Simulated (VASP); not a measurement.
# MgSi (Cmcm) in VASP: further runs

MgSi is run at these levels: PBEsol; tasks: single point.

Everything below comes from runs of VASP 6.6.1. Logs are shortened: lines on timing, memory, paths and dates and some standing lists are left out, and cuts for length are marked.

**1. The cell of the first run**

Symmetry: Cmcm, No. 63, orthorhombic system. The conventional cell has a = 3.045 Å, b = 10.995 Å, c = 4.397 Å, α = 90.00°, β = 90.00°, γ = 90.00°. Si (site symmetry m2m) has 4 Si at 2.69 to 3.04 Å and 7 Mg at 2.87 to 3.04 Å within 3.5 Å. Within 3.8 Å of Mg (site symmetry m2m) lie 7 Si at 2.87 to 3.04 Å and 6 Mg at 3.04 to 3.22 Å.

**2. Single point, PBEsol (volume scaled by 1.04)**

INCAR

```
ALGO = Normal ; EDIFF = 1E-6
ENCUT = 520 ; GGA = PS
ISIF = 2 ; ISMEAR = -1
LASPH = T ; LCHARG = F
LREAL = F ; LWAVE = F
NBANDS = 14 ; NELM = 100
PREC = Accurate ; SIGMA = 0.05
```

KPOINTS

```
k-points
0
Gamma
  9 9 6
```

POSCAR

```
MgSi
1.0
    1.5222841622     -5.4974191357      0.0000000000
    1.5222841622      5.4974191357      0.0000000000
    0.0000000000      0.0000000000      4.3972921550
Si Mg
2 2
Direct
    0.5706380000      0.4293620000      0.7500000000
    0.4293620000      0.5706380000      0.2500000000
    0.1683810000      0.8316190000      0.2500000000
    0.8316190000      0.1683810000      0.7500000000
```

Potentials or basis: VASP PAW PBE potentials, release 64 (Si, Mg).

The run is started by

```bash
cat potpaw_PBE.64/Si/POTCAR potpaw_PBE.64/Mg/POTCAR > POTCAR
mpirun -np 1 vasp_std > vasp.out
```

OUTCAR:

```text
EDIFF = 1E-6
   ENCUT = 520
   GGA = PS
   ISIF = 2
   ISMEAR = -1
   LASPH = T
   LREAL = F
   NELM = 100
   PREC = Accurate

 ion  position               nearest neighbor table
   1  0.571  0.429  0.750-   2 2.69   2 2.69   4 2.87   3 2.88   3 2.88   3 2.88   3 2.88   4 3.04
                             4 3.04
   2  0.429  0.571  0.250-   1 2.69   1 2.69   3 2.87   4 2.88   4 2.88   4 2.88   4 2.88   3 3.04
                             3 3.04
   3  0.168  0.832  0.250-   2 2.87   1 2.88   1 2.88   1 2.88   1 2.88   2 3.04   2 3.04   4 3.22
                             4 3.22   4 3.22   4 3.22
   4  0.832  0.168  0.750-   1 2.87   2 2.88   2 2.88   2 2.88   2 2.88   1 3.04   1 3.04   3 3.22
                             3 3.22   3 3.22   3 3.22

  LATTYP: Found a base centered orthorhombic cell.
 ALAT       =     3.0445683244
 B/A-ratio  =     3.6112962824
 C/A-ratio  =     1.4443072667

  Lattice vectors:

 A1 = (   1.5222841622,  -5.4974191357,   0.0000000000)
 A2 = (   1.5222841622,   5.4974191357,   0.0000000000)
 A3 = (   0.0000000000,   0.0000000000,   4.3972921550)

Analysis of symmetry for initial positions (statically):
=====================================================================
 Subroutine PRICEL returns:
 Original cell was already a primitive cell.

 Routine SETGRP: Setting up the symmetry group for a
 base centered orthorhombic supercell.

 Subroutine GETGRP returns: Found  8 space group operations
 (whereof  4 operations were pure point group operations)
 out of a pool of  8 trial point group operations.

The static configuration has the point symmetry C_2h.
 The point group associated with its full space group is D_2h.

Analysis of symmetry for dynamics (positions and initial velocities):
=====================================================================
 Subroutine PRICEL returns:
 Original cell was already a primitive cell.

 Routine SETGRP: Setting up the symmetry group for a
 base centered orthorhombic supercell.

 Subroutine GETGRP returns: Found  8 space group operations
 (whereof  4 operations were pure point group operations)
 out of a pool of  8 trial point group operations.

The dynamic configuration has the point symmetry C_2h.
 The point group associated with its full space group is D_2h.

 Subroutine INISYM returns: Found  8 space group operations
 (whereof  4 operations are pure point group operations),
 and found     1 'primitive' translations

----------------------------------------------------------------------------------------

                                     Primitive cell

  volume of cell :      73.5987

  direct lattice vectors                    reciprocal lattice vectors
     1.522284162 -5.497419136  0.000000000     0.328453788 -0.090951770  0.000000000
     1.522284162  5.497419136  0.000000000     0.328453788  0.090951770  0.000000000
     0.000000000  0.000000000  4.397292155     0.000000000  0.000000000  0.227412681

  length of vectors
     5.704293666  5.704293666  4.397292155     0.340813902  0.340813902  0.227412681

  position of ions in fractional coordinates (direct lattice)
     0.570638000  0.429362000  0.750000000
     0.429362000  0.570638000  0.250000000
     0.168381000  0.831619000  0.250000000
     0.831619000  0.168381000  0.750000000

  ion indices of the primitive-cell ions
   primitive index   ion index
                 1           1
                 2           2
                 3           3
                 4           4

----------------------------------------------------------------------------------------

 KPOINTS: k-points

Automatic generation of k-mesh.
 Grid dimensions read from file:
 generate k-points for:    9    9    6

 Generating k-lattice:

  Cartesian coordinates                     Fractional coordinates (reciprocal lattice)
     0.036494865 -0.010105752  0.000000000     0.111111111  0.000000000  0.000000000
     0.036494865  0.010105752  0.000000000     0.000000000  0.111111111  0.000000000
     0.000000000  0.000000000  0.037902114     0.000000000  0.000000000  0.166666667

  Length of vectors
     0.037868211  0.037868211  0.037902114

  Shift w.r.t. Gamma in fractional coordinates (k-lattice)
     0.000000000  0.000000000  0.000000000

 Subroutine IBZKPT returns following result:
 ===========================================

 Found    100 irreducible k-points:

 Following reciprocal coordinates:
            Coordinates               Weight
  0.000000  0.000000  0.000000      1.000000
  0.111111 -0.000000  0.000000      4.000000
  0.222222 -0.000000  0.000000      4.000000
  0.333333  0.000000  0.000000      4.000000
  0.444444 -0.000000  0.000000      4.000000
  0.111111  0.111111  0.000000      2.000000
[... 16 lines left out ...]
 -0.333333  0.333333  0.000000      2.000000
  0.444444  0.444444  0.000000      2.000000
 [... further k-points ...]
   k-points           NKPTS =    100   k-points in BZ     NKDIM =    100   number of bands    NBANDS=     14
   number of dos      NEDOS =    301   number of ions     NIONS =      4
   total plane-waves  NPLWV =  63504
   dimension x,y,z NGX =    42 NGY =   42 NGZ =   36
   dimension x,y,z NGXF=    84 NGYF=   84 NGZF=   72
   ions per type =               2   2
   NGX,Y,Z   is equivalent  to a cutoff of  12.24, 12.24, 13.61 a.u.
   NGXF,Y,Z  is equivalent  to a cutoff of  24.48, 24.48, 27.22 a.u.
 SYSTEM =  unknown system
   PREC   = accura    normal or accurate (medium, high low for compatibility)
   ISTART =      0    job   : 0-new  1-cont  2-samecut
   ICHARG =      2    charge: 1-file 2-atom 10-const
   ISPIN  =      1    spin polarized calculation?
   LNONCOLLINEAR =      F non collinear calculations
   LSORBIT =      F    spin-orbit coupling
   LASPH  =      T    aspherical Exc in radial PAW
   ENCUT  =  520.0 eV  38.22 Ry    6.18 a.u.  10.61 10.61  8.18*2*pi/ulx,y,z
   NELM   =    100;   NELMIN=  2; NELMDL= -5     # of ELM steps
   EDIFF  = 0.1E-05   stopping-criterion for ELM
   LREAL  =      F    real-space projection
   EDIFFG = 0.1E-04   stopping-criterion for IOM
   NSW    =      0    number of steps for IOM
   IBRION =     -1    ionic relax: 0-MD 1-quasi-New 2-CG
   NFREE  =      0    steps in history (QN), initial steepest desc. (CG)
   ISIF   =      2    stress and relaxation
   ISYM   =      2    0-nonsym 1-usesym 2-fastsym
   POTIM  = 0.5000    time-step for ionic-motion
   TEBEG  =    0.0;   TEEND  =   0.0 temperature during run
   PSTRESS=    0.0 pullay stress
   NELECT =      12.0000    total number of electrons
   NUPDOWN=      -1.0000    fix difference up-down
   EMIN   =  10.00;   EMAX   =-10.00  energy-range for DOS
   EFERMI =   0.00;   METHOD = LEGACY
   ISMEAR =    -1;   SIGMA  =   0.05  broadening in eV -4-tet -1-fermi 0-gaus
   EFERMI_NEDOS =   21; number of points for ismear=-14 and -15
   IALGO  =     38    algorithm
   IMIX   =      4    mixing-type and parameters
     AMIX     =   0.40;   BMIX     =  1.00
     AMIX_MAG =   1.60;   BMIX_MAG =  1.00
  volume/ion in A,a.u.               =      18.40       124.17
  Fermi-wavevector in a.u.,A,eV,Ry     =   0.894359  1.690094 10.883004  0.799878
  Thomas-Fermi vector in A             =   2.016554
   LORBIT       =      0    0 simple, 1 ext, 2 COOP (PROOUT), +10 PAW based schemes
   GGA     = PS    functional components
   LHFCALC =     F    Hartree Fock is set to
   AEXX    =    0.0000 exact exchange contribution
   IVDW    =     0    specifies the selected vdW correction
   LEPSILON=     F    determine dielectric tensor
   LRPA    =     F    only Hartree local field effects (RPA)
 non-spin polarized calculation
  energy-cutoff  :      520.00
  volume of cell :       73.60
 maximum number of plane-waves:      2004
   NGX = 21   NGY = 21   NGZ = 17

 number of electron      11.9999999 magnetization

 Free energy of the ion-electron system (eV)
  ---------------------------------------------------
  ext. energy  EPLUGINS =         0.00000000
  ---------------------------------------------------
  free energy    TOTEN  =       -14.66463894 eV

  energy without entropy =      -14.64968181  energy(sigma->0) =      -14.65716038

 E-fermi :   5.4728     XC(G=0):  -9.7319

 val. band max:        5.4496479562   @ k =   0.3333   0.1111   0.5000
 cond. band min:       5.4794312880   @ k =   0.4444  -0.0000   0.5000
 fundamental gap:      0.0297833318
 Fermi energy:         5.4727503727

 k-point     1 :       0.0000    0.0000    0.0000
  band No.  band energies     occupation
      1      -5.5770      2.00000
      2      -1.2858      2.00000
      3       0.7019      2.00000
      4       1.7634      2.00000
      5       3.2611      2.00000
      6       6.3150      0.00000
      7       7.6076      0.00000
      8       7.9929      0.00000
      9       8.1725      0.00000
     10       8.8816      0.00000
     11      11.1495      0.00000
     12      11.8875      0.00000
     13      12.8961      0.00000
     14      13.7572      0.00000

 k-point     2 :       0.1111   -0.0000    0.0000
  band No.  band energies     occupation
      1      -5.3862      2.00000
      2      -1.1847      2.00000
      3       0.9708      2.00000
      4       1.9300      2.00000
      5       3.4544      2.00000
      6       6.3657      0.00000
      7       6.8666      0.00000
      8       7.6676      0.00000
      9       8.2972      0.00000
     10       8.6369      0.00000
     11       9.2349      0.00000
     12      13.1158      0.00000
     13      13.8534      0.00000
     14      14.0903      0.00000
[... 343 lines left out ...]
      1      -5.3121      2.00000
      2      -2.5562      2.00000
      3       1.9859      2.00000
      4       2.2590      2.00000
      5       3.8120      2.00000
      6       4.8953      1.99998
      7       6.1320      0.00000
      8       8.7288      0.00000
      9       9.0765      0.00000
     10      10.6373      0.00000
     11      10.9128      0.00000
     12      11.6494      0.00000
     13      11.7192      0.00000
     14      14.9629      0.00000

 k-point    24 :       0.4444    0.4444    0.0000
  band No.  band energies     occupation
      1      -5.0185      2.00000
      2      -2.6890      2.00000
      3       2.2357      2.00000
      4       2.8941      2.00000
      5       4.0027      2.00000
      6       4.7498      2.00000
      7       6.6225      0.00000
      8       6.8448      0.00000
      9       7.8449      0.00000
     10      10.2690      0.00000
     11      12.5294      0.00000
     12      12.5327      0.00000
     13      13.0718      0.00000
     14      13.1882      0.00000

 [... further k-points ...]
[... 5 lines left out ...]
  --------------------------------------------------------------------------------------
  -------------------------------------------------------------------------------------
  Total       -1.7240990     -1.7402051     -1.4276698      0.0000000      0.0000000      0.0000000
  in kB      -37.5321021    -37.8827169    -31.0791012      0.0000000      0.0000000      0.0000000
  external PRESSURE =     -35.4979734 kB  Pullay stress =       0.0000000 kB

 VOLUME and BASIS-vectors are now :
 -----------------------------------------------------------------------------
  energy-cutoff  :      520.00
  volume of cell :       73.60
      direct lattice vectors                 reciprocal lattice vectors
     1.522284162 -5.497419136  0.000000000     0.328453788 -0.090951770  0.000000000
     1.522284162  5.497419136  0.000000000     0.328453788  0.090951770  0.000000000
     0.000000000  0.000000000  4.397292155     0.000000000  0.000000000  0.227412681

 POSITION                                       TOTAL-FORCE (eV/Angst)
 -----------------------------------------------------------------------------------
      1.52228     -0.77665      3.29797         0.000000      0.167007      0.000000
      1.52228      0.77665      1.09932         0.000000     -0.167007      0.000000
      1.52228      3.64610      1.09932         0.000000      0.186489     -0.000000
      1.52228     -3.64610      3.29797         0.000000     -0.186489     -0.000000
 -----------------------------------------------------------------------------------
    total drift:                                0.000000      0.000000      0.000000

  FREE ENERGIE OF THE ION-ELECTRON SYSTEM (eV)
  ---------------------------------------------------
  free  energy   TOTEN  =       -14.6646389368 eV

  energy  without entropy=      -14.6496818147  energy(sigma->0) =      -14.65716038
```

Wall time 47 s (1 thread of Intel Xeon 6975P-C (Granite Rapids), shared host); peak memory 0.29 GiB.

Results:

```
Free energy            : -14.6646 eV
Pressure               : -3.5 GPa
Largest force          : 0.186 eV/Å
Band gap on the k mesh : zero (band 6 reaches 7.37 eV, above the bottom of band 7 at 4.61 eV)
```

Forces in eV/Å, atoms in the order of the input:
```
Si   0.000  0.167  0.000
Si   0.000 -0.167  0.000
Mg   0.000  0.186  0.000
Mg   0.000 -0.186  0.000
```

Levels at points of the mesh, in eV from the Fermi level:
```tsv
k point	band 2	band 3	band 4	band 5	band 6	band 7	band 8	band 9	band 10	band 11
(0.00, 0.00, 0.00)	-6.76	-4.77	-3.71	-2.21	0.84	2.13	2.52	2.70	3.41	5.68
(0.00, 0.00, 0.50)	-9.30	-4.02	-4.02	-2.62	-2.62	4.66	4.66	5.33	5.33	7.77
```

Caveat: the PAW data sets were made with another functional, which shifts forces and pressure a little.

**3. Single point, PBEsol (volume scaled by 1.06)**

INCAR

```
ALGO = Normal ; EDIFF = 1E-6
ENCUT = 520 ; GGA = PS
ISIF = 2 ; ISMEAR = -1
LASPH = True ; LCHARG = True
LELF = True ; LREAL = False
LVHAR = True ; LWAVE = False
NBANDS = 14 ; NELM = 80
PREC = Accurate ; SIGMA = 0.05
```

KPOINTS is that of step 2.

POSCAR

```
MgSi
1.0
    1.5319805010     -5.5324354883      0.0000000000
    1.5319805010      5.5324354883      0.0000000000
    0.0000000000      0.0000000000      4.4253011404
Si Mg
2 2
Direct
    0.5706380000      0.4293620000      0.7500000000
    0.4293620000      0.5706380000      0.2500000000
    0.1683810000      0.8316190000      0.2500000000
    0.8316190000      0.1683810000      0.7500000000
```

Potentials or basis: VASP PAW PBE potentials, release 64 (Si, Mg).

The run is started by

```bash
cat potpaw_PBE.64/Si/POTCAR potpaw_PBE.64/Mg/POTCAR > POTCAR
mpirun -np 1 vasp_std > vasp.out
```

Run time: 56 s. Hardware: 1 thread of Intel Xeon 6975P-C (Granite Rapids), shared host; peak memory 0.32 GiB.

Results (log left out):

- Free energy: -14.6293 eV
- Pressure: -4.5 GPa
- Largest force: 0.196 eV/Å
- Band gap on the k mesh: zero (band 6 reaches 7.19 eV, above the bottom of band 7 at 4.45 eV)

Forces in eV/Å, atoms in the order of the input:
```
Si   0.000  0.166  0.000
Si   0.000 -0.166  0.000
Mg   0.000  0.196  0.000
Mg   0.000 -0.196  0.000
```

Stress tensor (GPa, compression positive):
```
-4.46  0.00  0.00
 0.00 -4.73  0.00
 0.00  0.00 -4.18
```

Levels at points of the mesh, in eV from the Fermi level:
```tsv
k point	band 2	band 3	band 4	band 5	band 6	band 7	band 8	band 9	band 10	band 11
(0.00, 0.00, 0.00)	-6.71	-4.70	-3.64	-2.19	0.84	2.08	2.52	2.65	3.35	5.58
(0.00, 0.00, 0.50)	-9.21	-3.96	-3.96	-2.59	-2.59	4.58	4.58	5.27	5.27	7.72
```

Caveat: the PAW data sets were made with another functional, which shifts forces and pressure a little.
